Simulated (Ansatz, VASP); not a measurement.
## AgCl: VASP beside Ansatz

```
Ag Cl
1.0
     3.33095    0.00000    0.00000
     0.00000    3.33095    0.00000
     0.00000    0.00000    3.43397
Ag Cl
1 1
Direct
  0.00000 0.00000 0.00000
  0.50000 0.50000 0.50000
```

Change from the starting cell: equal xx and yy strain of -3 %.

Alike in both runs: task single point; functional PBE; k mesh 9 × 9 × 9; occupations fermi-dirac, width 0.01 eV; no spin polarisation.

|  | VASP | Ansatz |
| --- | --- | --- |
| version | VASP 6.6.1 | Ansatz 0.2.0 |
| potentials or method | VASP PAW PBE potentials, release 64 (Ag, Cl), cutoff 520 eV | all-electron LAPW, scalar-relativistic |

VASP gave:

| Item | Value |
| --- | --- |
| gap on the k mesh at the Fermi level (eV) | 0.60 |
| pressure (GPa) | 3.1 |
| traceless stress, the component that is largest in VASP (GPa) | -1.04 |

**Question.** What did Ansatz give for the same quantities?

**Answer.** gap on the k mesh at the Fermi level (eV): 0.60; pressure (GPa): 3.2; traceless stress, the component that is largest in VASP (GPa): -1.04.

Ansatz ran all-electron here, and VASP with PAW potentials.
